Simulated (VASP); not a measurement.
The system is CdF2.

```
Cd F
1.0
     0.00000    2.74684    2.74684
     2.74684    0.00000    2.74684
     2.74684    2.74684    0.00000
Cd F
1 2
Direct
  0.00000 0.00000 0.00000
  0.75000 0.75000 0.75000
  0.25000 0.25000 0.25000
```

Base run:

```yaml
Program: VASP 6.6.1
Functional: PBE
Potentials_or_basis: VASP PAW PBE potentials, release 64 (Cd, F)
Cutoff: 520 eV
k_mesh: 9 × 9 × 9
Occupations: fermi-dirac, width 0.05 eV
Spin: no spin polarisation
```

Its results: band gap on the k mesh 2.89 eV, indirect (least direct gap 3.43 eV); pressure -0.1 GPa.

**Question.** After a change of settings the same cell gave: band gap on the k mesh 3.57 eV, indirect (least direct gap 4.11 eV); pressure -5.0 GPa. Which change was it?
A. functional from PBE to r2SCAN
B. functional from PBE to PBEsol
C. functional from PBE to LDA; potentials or basis from VASP PAW PBE potentials, release 64 (Cd, F) to VASP PAW LDA potentials, release 64 (Cd, F)

**Answer.** A.

r2SCAN gives the wider gap, since meta-GGAs in the generalised Kohn-Sham scheme recover part of the derivative discontinuity.

Caveats: the PAW data sets were made with another functional, which shifts forces and pressure a little (some runs).
